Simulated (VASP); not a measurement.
# ScTiSe4 (F-43m) in VASP: single point with PBE

Aim: the single point of ScTiSe4 with PBE.

Program: VASP 6.6.1. These are calculated values, not measurements. Logs are shortened: lines on timing, memory, paths and dates and some standing lists are left out, and cuts for length are marked.

## (1) The cell of the first run

Symmetry: F-43m, No. 216, cubic system. The conventional cell has a = 8.609 Å, b = 8.609 Å, c = 8.609 Å, α = 90.00°, β = 90.00°, γ = 90.00°. Within 4.7 Å of Sc (site symmetry -43m) lie 12 Se at 3.57 Å and 4 Ti at 3.73 Å. Ti (site symmetry -43m) has 12 Se at 3.57 Å and 4 Sc at 3.73 Å within 4.7 Å. Within 4.0 Å of Se (site symmetry 3m) lie 6 Se at 3.04 to 3.05 Å and 3 Ti at 3.57 Å and 3 Sc at 3.57 Å.

## (2) Single point, PBE, collinear spin, ferromagnetic start

Contents of INCAR:

```
SYSTEM = ScTiSe4
PREC     = Accurate       ! precision mode
ENCUT    = 520            ! plane-wave cutoff, eV
EDIFF    = 1E-6           ! SCF threshold, eV
ISMEAR   = 0              ! smearing method
SIGMA    = 0.1            ! smearing width, eV
LREAL    = .FALSE.        ! projectors in reciprocal space
LASPH    = .TRUE.         ! aspherical terms in the spheres
NELM     = 150            ! most SCF steps
ALGO     = Normal         ! electronic algorithm
ISIF     = 2              ! what is computed and relaxed
LWAVE    = .FALSE.        ! write WAVECAR
LCHARG   = .FALSE.        ! write CHGCAR
ISPIN    = 2              ! spin polarisation
MAGMOM   = 0 1 0 0 0 0    ! initial moments
LORBIT   = 11             ! projections on sites
LMAXMIX  = 4              ! l up to which the mixer works
GGA      = PE             ! functional
NBANDS   = 36             ! bands
```

Contents of KPOINTS:

```
regular mesh
0
G
  4 4 4
  0 0 0
```

Contents of POSCAR:

```
ScTiSe4
1.0
    0.0000000000      4.3043504600      4.3043504600
    4.3043504600      0.0000000000      4.3043504600
    4.3043504600      4.3043504600      0.0000000000
Sc Ti Se
1 1 4
Direct
    0.7500000000      0.7500000000      0.7500000000
    0.5000000000      0.5000000000      0.5000000000
    0.6248223900      0.1250592000      0.1250592000
    0.1250592000      0.6248223900      0.1250592000
    0.1250592000      0.1250592000      0.6248223900
    0.1250592000      0.1250592000      0.1250592000
```

Potentials or basis: VASP PAW PBE potentials, release 64 (Sc_sv, Ti_sv, Se).

Command:

```console
cat potpaw_PBE.64/Sc_sv/POTCAR potpaw_PBE.64/Ti_sv/POTCAR potpaw_PBE.64/Se/POTCAR > POTCAR
mpirun -np 1 vasp_std > vasp.out
```

OUTCAR:

```text
SYSTEM = ScTiSe4
   PREC = Accurate
   ENCUT = 520
   EDIFF = 1E-6
   ISMEAR = 0
   LREAL = .FALSE.
   LASPH = .TRUE.
   NELM = 150
   ISIF = 2
   ISPIN = 2
   LORBIT = 11
   GGA = PE

 ion  position               nearest neighbor table
   1  0.750  0.750  0.750-
   2  0.500  0.500  0.500-
   3  0.625  0.125  0.125-
   4  0.125  0.625  0.125-
   5  0.125  0.125  0.625-
   6  0.125  0.125  0.125-

  LATTYP: Found a face centered cubic cell.
 ALAT       =     8.6087009200

  Lattice vectors:

 A1 = (   0.0000000000,   4.3043504600,   4.3043504600)
 A2 = (   4.3043504600,   0.0000000000,   4.3043504600)
 A3 = (   4.3043504600,   4.3043504600,   0.0000000000)

Analysis of symmetry for initial positions (statically):
=====================================================================
 Subroutine PRICEL returns:
 Original cell was already a primitive cell.

 Routine SETGRP: Setting up the symmetry group for a
 face centered cubic supercell.

 Subroutine GETGRP returns: Found 24 space group operations
 (whereof 24 operations were pure point group operations)
 out of a pool of 48 trial point group operations.

The static configuration has the point symmetry T_d .

Analysis of symmetry for dynamics (positions and initial velocities):
=====================================================================
 Subroutine PRICEL returns:
 Original cell was already a primitive cell.

 Routine SETGRP: Setting up the symmetry group for a
 face centered cubic supercell.

 Subroutine GETGRP returns: Found 24 space group operations
 (whereof 24 operations were pure point group operations)
 out of a pool of 48 trial point group operations.

The dynamic configuration has the point symmetry T_d .

Analysis of structural, dynamic, and magnetic symmetry:
=====================================================================
 Subroutine PRICEL returns:
 Original cell was already a primitive cell.

 Routine SETGRP: Setting up the symmetry group for a
 face centered cubic supercell.

 Subroutine GETGRP returns: Found 24 space group operations
 (whereof 24 operations were pure point group operations)
 out of a pool of 48 trial point group operations.

The overall configuration has the point symmetry T_d .

 Subroutine INISYM returns: Found 24 space group operations
 (whereof 24 operations are pure point group operations),
 and found     1 'primitive' translations
[... 116 lines left out ...]
   LRPA    =     F    only Hartree local field effects (RPA)
 spin polarized calculation
 Gauss-broadening in eV      SIGMA  =   0.10
  energy-cutoff  :      520.00
  volume of cell :      159.50
 maximum number of plane-waves:      4314
 NGX is ok and might be reduce to    48
   NGX = 23   NGY = 23   NGZ = 23

 number of electron      47.0000005 magnetization       3.4638054

 Free energy of the ion-electron system (eV)
  ---------------------------------------------------
  ext. energy  EPLUGINS =         0.00000000
  ---------------------------------------------------
  free energy    TOTEN  =       -25.20321464 eV

  energy without entropy =      -25.16160452  energy(sigma->0) =      -25.18240958

 E-fermi :   4.0181     XC(G=0):  -9.3159

 val. band max:        4.0077284485   @ k =   0.2500   0.0000   0.0000
 cond. band min:       4.0191995765   @ k =   0.2500   0.0000   0.0000
 fundamental gap:      0.0114711279
 Fermi energy:         4.0180689831

 spin component 1

 k-point     1 :       0.0000    0.0000    0.0000
  band No.  band energies     occupation
      1     -54.1690      1.00000
      2     -47.3921      1.00000
      3     -30.4543      1.00000
      4     -30.4543      1.00000
      5     -30.4543      1.00000
      6     -25.9801      1.00000
[... 293 lines left out ...]
     34       5.3387      0.00000
     35       6.2437      0.00000
 Fermi energy:         4.0180689831

 spin component 2

 k-point     1 :       0.0000    0.0000    0.0000
  band No.  band energies     occupation
      1     -52.4088      1.00000
      2     -46.8163      1.00000
      3     -28.6923      1.00000
      4     -28.6923      1.00000
      5     -28.6923      1.00000
      6     -25.3915      1.00000
[... 293 lines left out ...]
     34       6.1300      0.00000
     35       7.2085      0.00000
 [bands above 35 left out]

------------------------ aborting loop because EDIFF is reached ----------------------------------------

  FORCE on cell =-STRESS in cart. coord.  units (eV):
  Direction    XX          YY          ZZ          XY          YZ          ZX
  --------------------------------------------------------------------------------------
  -------------------------------------------------------------------------------------
  Total       -7.2015661     -7.2015661     -7.2015661     -0.0000000     -0.0000000      0.0000000
  in kB      -72.3410261    -72.3410261    -72.3410261     -0.0000000     -0.0000000      0.0000000
  external PRESSURE =     -72.3410261 kB  Pullay stress =       0.0000000 kB

 VOLUME and BASIS-vectors are now :
 -----------------------------------------------------------------------------
  energy-cutoff  :      520.00
  volume of cell :      159.50
      direct lattice vectors                 reciprocal lattice vectors
     0.000000000  4.304350460  4.304350460    -0.116161545  0.116161545  0.116161545
     4.304350460  0.000000000  4.304350460     0.116161545 -0.116161545  0.116161545
     4.304350460  4.304350460  0.000000000     0.116161545  0.116161545 -0.116161545

 POSITION                                       TOTAL-FORCE (eV/Angst)
 -----------------------------------------------------------------------------------
      6.45653      6.45653      6.45653        -0.000000     -0.000000     -0.000000
      4.30435      4.30435      4.30435        -0.000000     -0.000000     -0.000000
      1.07660      3.22775      3.22775         0.047435     -0.047435     -0.047435
      3.22775      1.07660      3.22775        -0.047435      0.047435     -0.047435
      3.22775      3.22775      1.07660        -0.047435     -0.047435      0.047435
      1.07660      1.07660      1.07660         0.047435      0.047435      0.047435
 -----------------------------------------------------------------------------------
    total drift:                                0.000030      0.000030      0.000030

  FREE ENERGIE OF THE ION-ELECTRON SYSTEM (eV)
  ---------------------------------------------------
  free  energy   TOTEN  =       -25.2032146416 eV

  energy  without entropy=      -25.1616045241  energy(sigma->0) =      -25.18240958

 total charge

# of ion       s       p       d       tot
------------------------------------------
    1        2.132   6.001   0.936   9.069
    2        2.110   5.967   1.927  10.005
    3        1.530   2.093   0.033   3.657
    4        1.530   2.093   0.033   3.657
    5        1.530   2.093   0.033   3.657
    6        1.530   2.093   0.033   3.657
--------------------------------------------------
tot         10.364  20.341   2.995  33.700

 magnetization (x)

# of ion       s       p       d       tot
------------------------------------------
    1        0.043   0.022   0.600   0.666
    2        0.059   0.021   1.742   1.821
    3        0.002  -0.044   0.004  -0.037
    4        0.002  -0.044   0.004  -0.037
    5        0.002  -0.044   0.004  -0.037
    6        0.002  -0.044   0.004  -0.037
--------------------------------------------------
tot          0.111  -0.133   2.359   2.338
```

It took 3.1 min on 1 thread of Intel Xeon 6975P-C, shared host; peak memory 0.44 GiB.

What came out:

* Free energy: -25.2032 eV
* Pressure: -7.2 GPa
* Largest force: 0.082 eV/Å
* Net moment: 3.46 μB per cell
* Site moments: Sc +0.67; Ti +1.82; Se -0.04 μB
* Valence electrons inside the program's atomic spheres: Sc 9.07; Ti 10.01; Se 3.66

Forces in eV/Å, atoms in the order of the input:
```
Sc   0.000  0.000  0.000
Ti   0.000  0.000  0.000
Se   0.047 -0.047 -0.047
Se  -0.047  0.047 -0.047
Se  -0.047 -0.047  0.047
Se   0.047  0.047  0.047
```
